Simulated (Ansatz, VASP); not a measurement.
# Cs: VASP beside Ansatz

```
Cs
1.0
     5.50658    0.00000    0.00000
    -2.75329    4.76883    0.00000
     0.00000    0.00000   18.60196
Cs
4
Cartesian
  0.0000 0.0000 0.0000
  0.0000 3.1792 4.6505
  0.0000 0.0000 9.3010
  2.7533 1.5896 13.9515
```

Alike in both runs: task single point; functional PBE; k mesh 9 × 9 × 4; occupations gaussian, width 0.1 eV; no spin polarisation.

|  | VASP | Ansatz |
| --- | --- | --- |
| version | VASP 6.6.1 | Ansatz 0.2.0 |
| potentials or method | VASP PAW PBE potentials, release 64 (Cs_sv), cutoff 520 eV | scalar-relativistic, plane waves, PAW |
| valence electrons in the cell | 36 | 36 |

|  | VASP | Ansatz | Ansatz less VASP |
| --- | --- | --- | --- |
| gap on the k mesh at the Fermi level (eV) | none | none | - |
| pressure (GPa) | -0.1 | -0.1 | +0.01 |

A gap of «none» marks a metal or a gap that the smearing closes. With one functional, cell and mesh, what is left measures potentials, basis and numerics.

Neither program's run includes spin-orbit coupling.
